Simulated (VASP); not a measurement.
A run of VASP 6.6.1 is set up as follows.

INCAR

```
SYSTEM = HfN
PREC = Accurate
ENCUT = 520
EDIFF = 1E-7
ISMEAR = -1
SIGMA = 0.05
LREAL = .False.
LASPH = .True.
NELM = 60
ALGO = Normal
ISIF = 2
LWAVE = .False.
LCHARG = .False.
GGA = PE
NBANDS = 14
```

KPOINTS

```
regular mesh
0
Gamma
  8 8 8
  0 0 0
```

The input POSCAR:

```
HfN
1.0
    0.0000000000      2.4751086887      2.4751086887
    2.4751086887      0.0000000000      2.4751086887
    2.4751086887      2.4751086887      0.0000000000
Hf N
1 1
Direct
    0.0000000000      0.0000000000      0.0000000000
    0.7500000000      0.7500000000      0.7500000000
```

Potentials or basis: VASP PAW PBE potentials, release 64 (Hf_pv, N).

The run is started by

```console
$ cat potpaw_PBE.64/Hf_pv/POTCAR potpaw_PBE.64/N/POTCAR > POTCAR
$ mpirun -np 1 vasp_std > vasp.out
```

Q: Predict the pressure.

A: -5.0 GPa.
